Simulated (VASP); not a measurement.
Crystal: Tl.

```
Tl
1.0
     3.44268    0.00000    0.00000
    -1.72134    2.98145    0.00000
     0.00000    0.00000    3.18871
Tl
1
Cartesian
  0.0000 0.0000 1.5944
```

| Property | Result |
| --- | --- |
| Program | VASP 6.6.1 |
| Task | relaxation of cell and atoms |
| Functional | PBE |
| Potentials or basis | VASP PAW PBE potentials, release 64 (Tl_d) |
| Cutoff | 600 eV |
| k mesh | 6 × 6 × 6 |
| Occupations | gaussian, width 0.1 eV |
| Spin | no spin polarisation |

At the start: pressure 0.3 GPa; volume 32.73 Å³/atom.

Q: Where does the relaxation end?

A: Over 10 steps the energy falls by 7.4 meV/atom and the volume is 33.18 Å³/atom (+1.4 %); space group P6/mmm (No. 191, to 0.05 Å).

Step by step:
| step | energy change (eV) | largest force (eV/Å) | pressure (GPa) | volume (Å³) |
| --- | --- | --- | --- | --- |
| 1 | 0.0000 | 0.0000 | 0.29 | 32.73 |
| 2 | -0.0050 | 0.0000 | 0.03 | 33.01 |
| 3 | -0.0069 | 0.0000 | -0.13 | 33.26 |
| 4 | -0.0042 | 0.0000 | -0.26 | 33.74 |
| 5 | -0.0072 | 0.0000 | -0.16 | 33.35 |
| 6 | -0.0073 | 0.0000 | -0.19 | 33.41 |
| 7 | -0.0073 | 0.0000 | -0.21 | 33.40 |
| 8 | -0.0072 | 0.0000 | -0.20 | 33.37 |
| 9 | -0.0073 | 0.0000 | -0.15 | 33.38 |
| 10 | -0.0074 | 0.0000 | -0.02 | 33.18 |

Final structure:
```
Tl
1.0
     3.39850    0.00000    0.00000
    -1.69925    2.94319    0.00000
     0.00000    0.00000    3.31740
Tl
1
Direct
  0.00000 0.00000 0.50000
```
